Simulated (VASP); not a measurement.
**Ga: single point with PBE**

The system is Ga.

```
CELL_PARAMETERS angstrom
1.39349 -4.05704 0.00000
1.39349 4.05704 0.00000
-0.11834 0.00000 3.27998
ATOMIC_POSITIONS crystal
Ga 0.86900 0.13100 0.25000
Ga 0.13100 0.86900 0.75000
```

This cell differs from its parent crystal: z stretched by -1.5 % at fixed volume.

```yaml
Program: VASP 6.6.1
Task: single point
Functional: PBE
Potentials_or_basis: VASP PAW PBE potentials, release 64 (Ga_d)
Cutoff: 520 eV
k_mesh: 14 × 14 × 11
Occupations: fermi-dirac, width 0.05 eV
Spin: no spin polarisation
Dipole_correction: no
Further_INCAR_settings: ALGO = Normal; EDIFF = 1e-06; NBANDS = 20
```

- Pressure: 1.7 GPa
- Largest force: 0.209 eV/Å
- Band gap on the k mesh: zero (bands 13 and 14 overlap by 8.27 eV)

Forces on the atoms (eV/Å):
```
Ga   0.000  0.209  0.000
Ga   0.000 -0.209  0.000
```

Stress tensor (GPa, compression positive):
```
1.65 0.00 0.07
0.00 1.59 0.00
0.07 0.00 1.88
```

Levels at points of the mesh, in eV from the Fermi level:
```tsv
k point	band 10	band 11	band 12	band 13	band 14	band 15	band 16	band 17
(0.00, 0.00, 0.00)	-14.66	-11.26	-2.24	-1.73	1.98	5.74	9.35	10.05
(0.50, 0.00, 0.00)	-14.69	-6.20	-5.11	-1.48	-0.16	5.96	6.61	8.67
(0.50, 0.50, 0.00)	-14.72	-9.16	-8.66	4.31	4.88	6.13	6.33	7.24
```

Wall time 6.4 min on 1 thread of Oxide Virtual Turin-like Processor, on a shared host, peak memory 0.4 GiB.
